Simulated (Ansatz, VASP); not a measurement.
MgZn4O in VASP and in Ansatz

The input INCAR:

```
SYSTEM = MgZn4O
PREC = Accurate ; ENCUT = 600
EDIFF = 1E-7 ; ISMEAR = 0
SIGMA = 0.2 ; LREAL = .False.
LASPH = .True. ; NELM = 100
ALGO = Normal ; ISIF = 3
LWAVE = .False. ; LCHARG = .False.
GGA = PE ; IBRION = 2
NSW = 36 ; EDIFFG = -0.08
```

Contents of KPOINTS:

```
Automatic mesh
0
Gamma
  4 4 4
  0 0 0
```

POSCAR

```
MgZn4O
1.0
    4.2039357700      0.0000000000      0.0000000000
    0.0000000000      4.0565209400      2.8956713200
    0.0000000000     -4.0565209400      2.8956713200
Mg Zn O
1 4 1
Direct
    0.0000000000      0.9363468100      0.9363468100
    0.5000000000      0.4689975400      0.8532927000
    0.5000000000      0.8532927000      0.4689975400
    0.0000000000      0.5596494100      0.2228737800
    0.0000000000      0.2228737800      0.5596494100
    0.0000000000      0.3083080800      0.3083080800
```

Input for Ansatz:

```yaml
crystal:
  lattice:
    - [4.20393577, 0.0, 0.0]
    - [0.0, 4.05652094, 2.89567132]
    - [0.0, -4.05652094, 2.89567132]
  atoms:
    - { symbol: Mg, position: [0.0, 0.93634681, 0.93634681] }
    - { symbol: Zn, position: [0.5, 0.46899754, 0.8532927] }
    - { symbol: Zn, position: [0.5, 0.8532927, 0.46899754] }
    - { symbol: Zn, position: [0.0, 0.55964941, 0.22287378] }
    - { symbol: Zn, position: [0.0, 0.22287378, 0.55964941] }
    - { symbol: O, position: [0.0, 0.30830808, 0.30830808] }
basis:
  ecutwfc: 420
kpoints:
  mp_grid: { grid: [4, 4, 4] }
hamiltonian:
  xc: pbe
scf:
  occupations: { method: gaussian, width: 0.2 }
  lower_state_search: "off"
output:
  forces: true
  stress: true
  eigenvalues: true
relax:
  adjacent_minimum: "off"
  f_tol: 0.08
  max_steps: 16
  cell: { stress_tol: 0.8 }
```

Alike in both runs: task relaxation of cell and atoms; functional PBE; k mesh 4 × 4 × 4; occupations gaussian, width 0.2 eV; no spin polarisation.

```csv
,VASP,Ansatz
version,VASP 6.6.1,Ansatz 0.2.0
potentials or method,"VASP PAW PBE potentials, release 64 (Mg, Zn, O), cutoff 600 eV","scalar-relativistic, plane waves, PAW"
valence electrons in the cell,56,64
```

```tsv
	VASP	Ansatz	Ansatz less VASP
gap on the k mesh at the Fermi level, each at its own relaxed structure (eV)	none	none	-
relaxed volume (Å³/atom)	17.22	17.35	+0.136
relaxed cell length with the largest relative difference (Å)	4.180	4.188	+0.0083
```

A gap of «none» marks a metal or a gap that the smearing closes. VASP's potentials hold 56 valence electrons a cell and Ansatz's 64, so a difference there can come from the potentials and not from the codes.

The k mesh is coarse, so the values compare programs but aren't converged.
